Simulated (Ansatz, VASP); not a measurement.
**One calculation of InPd, two programs**

The input INCAR:

```
SYSTEM = InPd
ALGO     = Fast           ! electronic algorithm
EDIFF    = 1E-6           ! SCF threshold, eV
ENCUT    = 520            ! plane-wave cutoff, eV
GGA      = PS             ! functional
ISIF     = 2              ! what is computed and relaxed
ISMEAR   = 0              ! smearing method
LASPH    = .True.         ! aspherical terms in the spheres
LCHARG   = .False.        ! write CHGCAR
LREAL    = .False.        ! projectors in reciprocal space
LWAVE    = .False.        ! write WAVECAR
NBANDS   = 18             ! bands
NELM     = 100            ! most SCF steps
PREC     = Accurate       ! precision mode
SIGMA    = 0.15           ! smearing width, eV
```

Contents of KPOINTS:

```
k-points
0
Gamma
  14 14 14
  0 0 0
```

Contents of POSCAR:

```
InPd
1.0
    3.1329966199      0.0000000000      0.0000000000
    0.0000000000      3.1329966199      0.0000000000
    0.0000000000      0.0000000000      3.4738926252
In Pd
1 1
Direct
    0.0000000000      0.0000000000      0.0000000000
    0.5000000000      0.5000000000      0.5000000000
```

Input for Ansatz:

```yaml
crystal:
  lattice:
    - [3.1329966199, 0.0, 0.0]
    - [0.0, 3.1329966199, 0.0]
    - [0.0, 0.0, 3.4738926252]
  atoms:
    - { symbol: In, position: [0.0, 0.0, 0.0] }
    - { symbol: Pd, position: [0.5, 0.5, 0.5] }
basis:
  ecutwfc: 420
kpoints:
  mp_grid: { grid: [14, 14, 14] }
hamiltonian:
  xc: pbesol
scf:
  occupations: { method: gaussian, width: 0.15 }
output:
  forces: true
  stress: true
  eigenvalues: true
```

Change from the starting cell: mode 4 frozen in at +0.000 Å, strain +e along z and -e/2 along x and y +0.0700.

Alike in both runs: task single point; functional PBEsol; k mesh 14 × 14 × 14; occupations gaussian, width 0.15 eV; no spin polarisation.

```csv
,VASP,Ansatz
version,VASP 6.6.1,Ansatz 0.2.0
potentials or method,"VASP PAW PBE potentials, release 64 (In_d, Pd), cutoff 520 eV","scalar-relativistic, plane waves, PAW"
valence electrons in the cell,23,31
```

```tsv
	VASP	Ansatz	Ansatz less VASP
gap on the k mesh at the Fermi level (eV)	none	none	-
pressure (GPa)	0.9	0.7	-0.22
traceless stress, the component that is largest in VASP (GPa)	-1.70	-1.71	-0.008
```

VASP's potentials were made for PBE, not for PBEsol. A gap of «none» marks a metal or a gap that the smearing closes. The functional is the same, so the differences come from potentials, cutoffs and numerics. VASP's potentials hold 23 valence electrons a cell and Ansatz's 31, so a difference there can come from the potentials and not from the codes.
